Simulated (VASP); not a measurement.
Input of a VASP 6.6.1 run:

INCAR

```
SYSTEM = Co
ALGO = Normal
EDIFF = 1E-7
ENCUT = 520
GGA = PS
ISIF = 2
ISMEAR = -1
LASPH = .TRUE.
LCHARG = .FALSE.
LREAL = .FALSE.
LWAVE = .FALSE.
NBANDS = 20
NELM = 100
PREC = Accurate
SIGMA = 0.1
```

The input KPOINTS:

```
k-points
0
G
  12 12 17
  0 0 0
```

The input POSCAR:

```
Co
1.0
    3.8548903590      0.0000000000      0.0000000000
   -1.9274451795      3.3384329797      0.0000000000
    0.0000000000      0.0000000000      2.3611187515
Co
3
Direct
    0.0000000000      1.0000000000      0.0000000000
    0.3333333333      0.6666666667      0.5000000000
    0.6666666667      0.3333333333      0.5000000000
```

Potentials or basis: VASP PAW PBE potentials, release 64 (Co).

Launch:

```console
$ cat potpaw_PBE.64/Co/POTCAR > POTCAR
$ mpirun -np 1 vasp_std > vasp.out
```

(1) Predict the band gap on the k mesh.

(2) What does it give for the pressure?

Results:

(1) zero (an odd number of electrons rules out a gap without spin polarisation).

(2) -1.0 GPa.

Caveat: the PAW data sets were made with another functional, which shifts forces and pressure a little; the run has no spin polarisation, though such a crystal can be magnetic.
